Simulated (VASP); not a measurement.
Si2Ni: single point with PBE+D4

The system is Si2Ni.

```
Si Ni
1.0
     0.00000    2.67032    2.67032
     2.67032    0.00000    2.67032
     2.67032    2.67032    0.00000
Si Ni
2 1
Direct
  0.25000 0.25000 0.25000
  0.75000 0.75000 0.75000
  0.00000 0.00000 0.00000
```

```yaml
Program: VASP 6.6.1
Task: single point
Functional: PBE
Dispersion: D4
Potentials_or_basis: VASP PAW PBE potentials, release 64 (Si, Ni)
Cutoff: 520 eV
k_mesh: 8 × 8 × 8
Occupations: gaussian, width 0.05 eV
Spin: collinear spin
Starting_moments: "[0.0, 0.0, 0.05] μB"
Dipole_correction: no
Further_INCAR_settings: ALGO = Normal; EDIFF = 1e-06; NBANDS = 20
```

```json
{"Pressure": "3.2 GPa", "Band gap on the k mesh": "zero (filled and empty bands overlap)", "Net moment": "0.00 μB per cell", "Valence electrons inside the program's atomic spheres": "Si 1.60; Ni 9.90", "Dispersion energy per atom": "-0.472 eV"}
```

Levels at points of the mesh, in eV from the Fermi level:
Spin up:
```
           k point  band 5  band 6  band 7  band 8  band 9  band 10  band 11  band 12  band 13  band 14
(0.00, 0.00, 0.00)   -3.63   -3.63    0.10    1.84    1.84     1.84     2.33     2.33     2.33     4.92
(0.50, 0.00, 0.00)   -3.81   -3.44   -3.44   -1.43   -1.43     1.92     1.92     1.96     2.93     9.42
(0.50, 0.50, 0.00)   -4.59   -3.71   -3.71   -3.53   -3.21    -0.29     1.44     7.83     8.71     8.71
```
Spin down:
| k point | band 7 | band 8 | band 9 | band 10 | band 11 | band 12 |
| --- | --- | --- | --- | --- | --- | --- |
| (0.00, 0.00, 0.00) | 0.10 | 1.84 | 1.84 | 1.84 | 2.33 | 2.33 |
| (0.50, 0.00, 0.00) | -3.44 | -1.43 | -1.43 | 1.92 | 1.92 | 1.96 |
| (0.50, 0.50, 0.00) | -3.71 | -3.53 | -3.21 | -0.29 | 1.44 | 7.83 |

Run time: 75 s on 1 thread of Intel Xeon 8259CL, on a shared host, peak memory 0.19 GiB.

Caveat: the cell stands under pressure.
